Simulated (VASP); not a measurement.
A run of VASP 6.6.1:

INCAR

```
SYSTEM = BP
ALGO = Normal
EDIFF = 1E-6
ENCUT = 520
GGA = PE
ISIF = 2
ISMEAR = -1
LASPH = .TRUE.
LCHARG = .FALSE.
LREAL = .FALSE.
LWAVE = .FALSE.
NBANDS = 11
NELM = 80
PREC = Accurate
SIGMA = 0.05
```

Contents of KPOINTS:

```
k-points
0
G
  15 15 15
  0 0 0
```

POSCAR

```
BP
1.0
    0.0000000000      2.2690000000      2.2690000000
    2.2690000000      0.0000000000      2.2690000000
    2.2690000000      2.2690000000      0.0000000000
P B
1 1
Direct
    0.7500000000      0.7500000000      0.7500000000
    0.0000000000      0.0000000000      0.0000000000
```

Potentials or basis: VASP PAW PBE potentials, release 64 (P, B).

Launch:

```console
$ cat potpaw_PBE.64/P/POTCAR potpaw_PBE.64/B/POTCAR > POTCAR
$ mpirun -np 1 vasp_std > vasp.out
```

Hardware: 1 thread of Intel(R) Xeon(R) 6975P-C (Granite Rapids), with other jobs on the host.

Problem. How long does it take, and how much memory?

Solution. Wall time 9 s on 1 thread of Intel(R) Xeon(R) 6975P-C (Granite Rapids), with other jobs on the host, peak memory 0.15 GiB. Counts: scf iterations 12, k points 120.
